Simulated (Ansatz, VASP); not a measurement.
## TiSi: VASP beside Ansatz

```
Ti Si
1.0
     2.73680    0.00000    0.00000
     0.00000    2.73680    0.00000
     0.00000    0.00000    3.81696
Ti Si
1 1
Cartesian
  1.3684 1.3684 1.9085
  0.0000 0.0000 0.0000
```

Alike in both runs: functional r2SCAN; k mesh 20 × 20 × 14; occupations gaussian, width 0.1 eV; no spin polarisation.

Ansatz relaxed the structure, and its values are those at the end. VASP's run is a single point on that final structure, the one shown.

|  | VASP | Ansatz |
| --- | --- | --- |
| version | VASP 6.6.1 | Ansatz 0.2.0 |
| potentials or method | VASP PAW PBE potentials, release 64 (Ti_sv, Si), cutoff 520 eV | scalar-relativistic, plane waves, PAW |
| valence electrons in the cell | 16 | 16 |

Ansatz gave:

```
gap on the k mesh at the Fermi level (eV) : none
pressure (GPa)                            : 0.0
```

Question: Estimate VASP's values.

Answer: gap on the k mesh at the Fermi level (eV): none; pressure (GPa): 0.4.

VASP's potentials were made for PBE, not for r2SCAN. A gap of «none» marks a metal or a gap that the smearing closes.
